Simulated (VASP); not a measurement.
Input of a VASP 6.6.1 run:

File INCAR:

```
PREC = Accurate
ENCUT = 520
EDIFF = 1E-6
ISMEAR = 0
SIGMA = 0.1
LREAL = False
LASPH = True
NELM = 80
ALGO = Normal
ISIF = 2
LWAVE = False
LCHARG = True
GGA = PE
LELF = True
LVHAR = True
NBANDS = 37
```

File KPOINTS:

```
Automatic mesh
0
Gamma
  6 6 2
```

File POSCAR:

```
In4O
1.0
    4.4249422775      0.0000000000      0.0000000000
    0.0000000000      4.4249422775      0.0000000000
    0.0000000000      0.0000000000      6.3955201731
In O
4 1
Direct
    0.0000000000      0.5000000000      0.7556576662
    0.5000000000      0.0000000000      0.7556576662
    0.0000000000      0.5000000000      0.2443423338
    0.5000000000      0.0000000000      0.2443423338
    0.0000000000      0.0000000000      0.0000000000
```

Potentials or basis: VASP PAW PBE potentials, release 64 (In_d, O).

Launch:

```bash
$ cat potpaw_PBE.64/In_d/POTCAR potpaw_PBE.64/O/POTCAR > POTCAR
$ mpirun -np 1 vasp_std > vasp.out
```

Task: Estimate the largest force.

Result: 0.015 eV/Å.

Task: Predict the pressure.

Result: 0.0 GPa.

Stress tensor (GPa, compression positive):
```
 0.06  0.00  0.00
 0.00  0.06  0.00
 0.00  0.00 -0.15
```

Caveat: the k points lie up to 0.49 Å⁻¹ apart, too coarse for converged energies and pressures of a metal.
